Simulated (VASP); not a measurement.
# Ca5Sc in VASP: single point with PBE

Aim: the single point of Ca5Sc with PBE.

Program: VASP 6.6.1. These are calculated values, not measurements. Logs are shortened: lines on timing, memory, paths and dates and some standing lists are left out, and cuts for length are marked.

### Step 1. The cell of the first run

The cell holds a slab with vacuum, 6 atoms: a = 6.767 Å, b = 5.525 Å, c = 26.178 Å, α = 90.00°, β = 90.00°, γ = 65.91°.

### Step 2. Single point, PBE

INCAR reads:

```
PREC = Accurate
ENCUT = 520
EDIFF = 1E-6
ISMEAR = -1
SIGMA = 0.1
LREAL = False
LASPH = True
NELM = 60
ALGO = Normal
ISIF = 2
LWAVE = False
LCHARG = True
LDIPOL = True
IDIPOL = 3
DIPOL = 0.5 0.5 0.500
GGA = PE
LELF = True
LVHAR = True
LVACPOTAV = True
NBANDS = 40
```

KPOINTS reads:

```
regular mesh
0
Gamma
  7 7 1
```

POSCAR reads:

```
Ca5Sc
1.0
    6.7672225418      0.0000000000      0.0000000000
    2.2557408473      5.0439898742      0.0000000000
    0.0000000000      0.0000000000     26.1776000000
Ca Sc
5 1
Direct
    0.0141781824      0.7429109088      0.3854409876
    0.4076084866      0.0461957567      0.4317137082
    0.1955511921      0.6522244039      0.5240049137
    0.5923915108      0.9538042446      0.5682862898
   -0.0141781832      0.2570890916      0.6145590136
    0.8044488112      0.3477755944      0.4759950871
```

Potentials or basis: VASP PAW PBE potentials, release 64 (Ca_sv, Sc_sv).

The run is started by

```sh
cat potpaw_PBE.64/Ca_sv/POTCAR potpaw_PBE.64/Sc_sv/POTCAR > POTCAR
mpirun -np 1 vasp_std > vasp.out
```

OUTCAR:

```text
PREC = Accurate
   ENCUT = 520
   EDIFF = 1E-6
   ISMEAR = -1
   LREAL = False
   LASPH = True
   NELM = 60
   ISIF = 2
   GGA = PE

 ion  position               nearest neighbor table
   1  0.014  0.743  0.385-
   2  0.408  0.046  0.432-
   3  0.196  0.652  0.524-
   4  0.592  0.954  0.568-
   5  0.986  0.257  0.615-
   6  0.804  0.348  0.476-

  LATTYP: Found a base centered orthorhombic cell.
 ALAT       =     5.5254140679
 B/A-ratio  =     2.2360679775
 C/A-ratio  =     4.7376720873

  Lattice vectors:

 A1 = (  -6.7672225418,   0.0000000000,   0.0000000000)
 A2 = (   4.5114816945,  -5.0439898742,   0.0000000000)
 A3 = (   0.0000000000,   0.0000000000,  26.1776000000)

Analysis of symmetry for initial positions (statically):
=====================================================================
 Subroutine PRICEL returns:
 Original cell was already a primitive cell.

 Routine SETGRP: Setting up the symmetry group for a
 base centered orthorhombic supercell.

 Subroutine GETGRP returns: Found  2 space group operations
 (whereof  1 operations were pure point group operations)
 out of a pool of  8 trial point group operations.

The static configuration has the point symmetry C_1 .
 The point group associated with its full space group is C_1h.

Analysis of symmetry for dynamics (positions and initial velocities):
=====================================================================
 Subroutine PRICEL returns:
 Original cell was already a primitive cell.

 Routine SETGRP: Setting up the symmetry group for a
 base centered orthorhombic supercell.

 Subroutine GETGRP returns: Found  2 space group operations
 (whereof  1 operations were pure point group operations)
 out of a pool of  8 trial point group operations.

The dynamic configuration has the point symmetry C_1 .
 The point group associated with its full space group is C_1h.

 Subroutine INISYM returns: Found  2 space group operations
 (whereof  1 operations are pure point group operations),
 and found     1 'primitive' translations

----------------------------------------------------------------------------------------

                                     Primitive cell

  volume of cell :     893.5410

  direct lattice vectors                    reciprocal lattice vectors
     6.767222542  0.000000000  0.000000000     0.147771112 -0.066085250  0.000000000
     2.255740847  5.043989874  0.000000000     0.000000000  0.198255751  0.000000000
     0.000000000  0.000000000 26.177600000     0.000000000  0.000000000  0.038200599

  length of vectors
[... 90 lines left out ...]
   TEBEG  =    0.0;   TEEND  =   0.0 temperature during run
   PSTRESS=    0.0 pullay stress
   NELECT =      61.0000    total number of electrons
   NUPDOWN=      -1.0000    fix difference up-down
   EMIN   =  10.00;   EMAX   =-10.00  energy-range for DOS
   EFERMI =   0.00;   METHOD = LEGACY
   ISMEAR =    -1;   SIGMA  =   0.10  broadening in eV -4-tet -1-fermi 0-gaus
   EFERMI_NEDOS =   21; number of points for ismear=-14 and -15
   IALGO  =     38    algorithm
   IMIX   =      4    mixing-type and parameters
     AMIX     =   0.40;   BMIX     =  1.00
     AMIX_MAG =   1.60;   BMIX_MAG =  1.00
  volume/ion in A,a.u.               =     148.92      1004.99
  Fermi-wavevector in a.u.,A,eV,Ry     =   0.669083  1.264383  6.090947  0.447672
  Thomas-Fermi vector in A             =   1.744190
   LORBIT       =      0    0 simple, 1 ext, 2 COOP (PROOUT), +10 PAW based schemes
   GGA     = PE    functional components
   LHFCALC =     F    Hartree Fock is set to
   AEXX    =    0.0000 exact exchange contribution
   IVDW    =     0    specifies the selected vdW correction
   LEPSILON=     F    determine dielectric tensor
   LRPA    =     F    only Hartree local field effects (RPA)
 non-spin polarized calculation
  energy-cutoff  :      520.00
  volume of cell :      893.54
 maximum number of plane-waves:     24109
   NGX = 25   NGY = 21   NGZ = 97

 dipolmoment           0.000000      0.000000      0.001409 electrons x Angstroem

 number of electron      60.9999998 magnetization

 dipolmoment           0.000000      0.000000     -0.000153 electrons x Angstroem

 Free energy of the ion-electron system (eV)
  ---------------------------------------------------
  ext. energy  EPLUGINS =         0.00000000
  ---------------------------------------------------
  free energy    TOTEN  =       -12.81251748 eV

  energy without entropy =      -12.45020631  energy(sigma->0) =      -12.63136190

 E-fermi :  -1.3288     XC(G=0):  -2.9514

 val. band max:       -1.3380004113   @ k =   0.4286   0.2857   0.0000
 cond. band min:      -1.3282959874   @ k =  -0.4286   0.2857   0.0000
 fundamental gap:      0.0097044239
 Fermi energy:        -1.3288223775

 k-point     1 :       0.0000    0.0000    0.0000
  band No.  band energies     occupation
      1     -52.0210      2.00000
      2     -44.2233      2.00000
      3     -44.1896      2.00000
      4     -43.6451      2.00000
      5     -43.5915      2.00000
      6     -43.2452      2.00000
[... 677 lines left out ...]
     39      -0.3521      0.00011
     40      -0.2231      0.00003

------------------------ aborting loop because EDIFF is reached ----------------------------------------

  FORCE on cell =-STRESS in cart. coord.  units (eV):
  Direction    XX          YY          ZZ          XY          YZ          ZX
  --------------------------------------------------------------------------------------
  -------------------------------------------------------------------------------------
  Total       -3.6672276     -4.4134254     -2.4847930     -0.4171372     -0.1117970      0.2499859
  in kB       -6.5755783     -7.9135596     -4.4553960     -0.7479543     -0.2004593      0.4482410
  external PRESSURE =      -6.3148446 kB  Pullay stress =       0.0000000 kB

 VOLUME and BASIS-vectors are now :
 -----------------------------------------------------------------------------
  energy-cutoff  :      520.00
  volume of cell :      893.54
      direct lattice vectors                 reciprocal lattice vectors
     6.767222542  0.000000000  0.000000000     0.147771112 -0.066085250  0.000000000
     2.255740847  5.043989874  0.000000000     0.000000000  0.198255751  0.000000000
     0.000000000  0.000000000 26.177600000     0.000000000  0.000000000  0.038200599

 POSITION                                       TOTAL-FORCE (eV/Angst)
 -----------------------------------------------------------------------------------
      1.77176      3.74724     10.08992        -0.151254      0.067643      0.248553
      2.86258      0.23301     11.30123         0.056390     -0.025218      0.166160
      2.79459      3.28981     13.71719        -0.053846      0.024081     -0.184088
      6.16038      4.81098     14.87637         0.127433     -0.056990     -0.260633
      7.25120      1.29675     16.08768        -0.078042      0.034901     -0.219802
      6.22838      1.75418     12.46041         0.099319     -0.044417      0.249810
 -----------------------------------------------------------------------------------
    total drift:                                0.000125     -0.000022      0.000308

  FREE ENERGIE OF THE ION-ELECTRON SYSTEM (eV)
  ---------------------------------------------------
  free  energy   TOTEN  =       -12.8125174804 eV

  energy  without entropy=      -12.4502063128  energy(sigma->0) =      -12.63136190

 vacuum level on the upper side and lower side of the slab         1.369         1.370
```

OSZICAR:

```text
N       E                     dE             d eps       ncg     rms          rms(c)
DAV:   1     0.508734736236E+03    0.50873E+03   -0.27405E+04  1760   0.112E+03
DAV:   2     0.224682185766E+02   -0.48627E+03   -0.48135E+03  1448   0.374E+02
DAV:   3    -0.812697570893E+01   -0.30595E+02   -0.29772E+02  1888   0.868E+01
[... 17 lines left out ...]
DAV:  21    -0.128125007948E+02   -0.30582E-04   -0.52343E-06  1240   0.658E-03    0.181E-03
DAV:  22    -0.128125100092E+02   -0.92144E-05   -0.11113E-06  1216   0.434E-03    0.946E-04
DAV:  23    -0.128125148268E+02   -0.48176E-05   -0.43975E-07  1128   0.283E-03    0.370E-04
DAV:  24    -0.128125165899E+02   -0.17631E-05   -0.15849E-07  1040   0.206E-03    0.250E-04
DAV:  25    -0.128125174804E+02   -0.89053E-06   -0.10969E-07  1024   0.153E-03
   1 F= -.12812517E+02 E0= -.12631362E+02  d E =-.362311E+00
```

stdout:

```text
POSCAR found type information on POSCAR CaSc
 POSCAR found :  2 types and       6 ions
 scaLAPACK will be used
 LDA part: xc-table for (Slater+PW92), standard interpolation
 POSCAR, INCAR and KPOINTS ok, starting setup
 FFT: planning ... GRIDC
 FFT: planning ... GRID_SOFT
 FFT: planning ... GRID
 WAVECAR not read
 entering main loop
 -----------------------------------------------------------------------------
|                                                                             |
|           W    W    AA    RRRRR   N    N  II  N    N   GGGG   !!!           |
|           W    W   A  A   R    R  NN   N  II  NN   N  G    G  !!!           |
|           W    W  A    A  R    R  N N  N  II  N N  N  G       !!!           |
|           W WW W  AAAAAA  RRRRR   N  N N  II  N  N N  G  GGG   !            |
|           WW  WW  A    A  R   R   N   NN  II  N   NN  G    G                |
|           W    W  A    A  R    R  N    N  II  N    N   GGGG   !!!           |
|                                                                             |
|     Did not find any points to average over, which means that no vacuum     |
|     field-free region was found. Please increase the size of  your cell     |
|     in the dimension of the dipole correction to obtain accurate            |
|     workfunction values.                                                    |
|                                                                             |
 -----------------------------------------------------------------------------
```

It took 41 min on 1 thread of Intel Xeon 8259CL, shared host; peak memory 1.1 GiB.

Results:

```yaml
Free_energy: -12.8125 eV
Largest_force: 0.299 eV/Å
Band_gap_on_the_k_mesh: zero (an odd number of electrons rules out a gap without spin polarisation)
```

Forces in eV/Å, atoms in the order of the input:
```
Ca  -0.151  0.068  0.249
Ca   0.056 -0.025  0.166
Ca  -0.054  0.024 -0.184
Ca   0.127 -0.057 -0.261
Ca  -0.078  0.035 -0.220
Sc   0.099 -0.044  0.250
```
